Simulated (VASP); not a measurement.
Input of a VASP 6.6.1 run:

Contents of POSCAR:

```
Ti
1.0
    2.8666000000      0.0000000000      0.0000000000
   -1.4333000000      2.4825484225      0.0000000000
    0.0000000000      0.0000000000      4.6384185731
Ti
2
Direct
    0.3333333333      0.6666666667      0.2500000000
    0.6666666667      0.3333333333      0.7500000000
```

File INCAR.step1:

```
PREC     = Accurate       # precision mode
ENCUT    = 520            # plane-wave cutoff, eV
ISMEAR   = 1              # smearing method
SIGMA    = 0.05           # smearing width, eV
LREAL    = F              # projectors in reciprocal space
LASPH    = T              # aspherical terms in the spheres
NELM     = 60             # most SCF steps
NBANDS   = 19             # bands
GGA      = PE             # functional
ALGO     = Normal         # electronic algorithm
EDIFF    = 1E-4           # SCF threshold, eV
LWAVE    = T              # write WAVECAR
LCHARG   = F              # write CHGCAR
```

The input INCAR.step2:

```
PREC     = Accurate       # precision mode
ENCUT    = 520            # plane-wave cutoff, eV
EDIFF    = 1E-7           # SCF threshold, eV
ISMEAR   = 1              # smearing method
SIGMA    = 0.05           # smearing width, eV
LREAL    = F              # projectors in reciprocal space
LASPH    = T              # aspherical terms in the spheres
NELM     = 60             # most SCF steps
ALGO     = Normal         # electronic algorithm
ISIF     = 2              # what is computed and relaxed
LWAVE    = F              # write WAVECAR
LCHARG   = T              # write CHGCAR
METAGGA  = R2SCAN         # meta-GGA
LMIXTAU  = T            
LELF     = T              # ELF
LVHAR    = T            
NBANDS   = 19             # bands
ISTART   = 1
```

Contents of KPOINTS:

```
regular mesh
0
Gamma
  18 18 10
```

Potentials or basis: VASP PAW PBE potentials, release 64 (Ti_sv).

The run is started by

```console
$ cat potpaw_PBE.64/Ti_sv/POTCAR > POTCAR
$ cp INCAR.step1 INCAR
$ mpirun -np 1 vasp_std > vasp.out
$ cp INCAR.step2 INCAR
$ mpirun -np 1 vasp_std > vasp.out
```

**Question.** Predict the band gap on the k mesh.

**Answer.** Zero (bands 12 and 13 overlap by 1.26 eV).

**Question.** What does it give for the pressure?

**Answer.** 6.5 GPa.

Stress tensor (GPa, compression positive):
```
7.44 0.00 0.00
0.00 7.44 0.00
0.00 0.00 4.46
```

Caveat: the cell stands under pressure; the PAW data sets were made with another functional, which shifts forces and pressure a little.
